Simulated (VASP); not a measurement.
Here is a VASP 6.6.1 calculation.

INCAR

```
SYSTEM = Sn8O14F
PREC = Accurate
ENCUT = 520
EDIFF = 1E-6
ISMEAR = 0
SIGMA = 0.02
LREAL = Auto
LASPH = .True.
NELM = 60
ALGO = Normal
ISIF = 2
LWAVE = .False.
LCHARG = .False.
GGA = PE
NELECT = 202.0
NBANDS = 118
```

File KPOINTS:

```
regular mesh
0
Gamma
  2 2 2
  0 0 0
```

Contents of POSCAR:

```
Sn8O14F
1.0
   -4.7380000000     -4.7380000000      0.0000000000
    4.7380000000     -4.7380000000      0.0000000000
    0.0000000000      0.0000000000      6.3730000000
Sn O F
8 14 1
Direct
    0.5035108696      0.5058067750      0.0002909148
    0.0263933094      0.4937084213      0.2491396517
    0.5061004643      0.5058448713      0.4969306449
   -0.0087773322      0.4934799493      0.7487023380
   -0.0965622626     -0.0168978472      0.0148151577
    0.3927816589      0.0083987970      0.2825226738
   -0.0068948924     -0.0054271845      0.5086624823
    0.5682745884      0.0079299282      0.7169165228
    0.2003512030      0.4910949768     -0.0148672525
    0.0640475939      0.1756780287      0.2424318217
    0.8107551710      0.5077965386      0.0171685235
    0.0639234909      0.8101309624      0.2490939903
    0.2010579358      0.4894028071      0.5125217323
   -0.0403621781      0.1887621359      0.7536128982
    0.8127487336      0.5018681933      0.4812885611
   -0.0121848881      0.7997743774      0.7539493174
    0.4776323343      0.7078051921      0.2498840421
    0.4865886450      0.3023400169      0.2495957948
    0.6929995779     -0.0012271000      0.4352013181
    0.5224047066      0.7035161461      0.7472490193
    0.2961754960      0.0112360701      0.5685655107
    0.5275746095      0.3092696285      0.7483827083
    0.4408327353      0.0039545167     -0.0092013181
```

Potentials or basis: VASP PAW PBE potentials, release 64 (Sn_d, O, F).

The run is started by

```sh
$ cat potpaw_PBE.64/Sn_d/POTCAR potpaw_PBE.64/O/POTCAR potpaw_PBE.64/F/POTCAR > POTCAR
$ mpirun -np 1 vasp_std > vasp.out
```

Problem. What does it give for the largest force?

Solution. 1.861 eV/Å.

Forces in eV/Å, atoms in the order of the input:
```
Sn  -0.017 -0.024 -0.048
Sn  -0.034 -0.003 -0.029
Sn  -0.047 -0.043  0.009
Sn  -0.009 -0.043  0.003
Sn   0.185  0.131  0.038
Sn  -0.272 -0.247  0.430
Sn  -0.122 -0.122 -0.038
Sn  -0.315 -0.323  0.130
O   -0.035 -0.037 -0.012
O   -0.059 -0.038 -0.036
O   -0.020 -0.001  0.005
O   -0.012 -0.024 -0.066
O   -0.033 -0.058 -0.013
O   -0.014 -0.024 -0.006
O   -0.024 -0.024 -0.019
O    0.025  0.004  0.038
O   -0.041 -0.072 -0.006
O   -0.079 -0.058 -0.015
O   -0.064 -0.073 -0.118
O   -0.091 -0.061 -0.027
O   -0.115 -0.080  0.239
O   -0.072 -0.072 -0.021
F    1.266  1.292 -0.437
```

Caveat: the k points lie up to 0.49 Å⁻¹ apart; the cell carries a net charge on a neutralising background, which shifts energy and pressure.
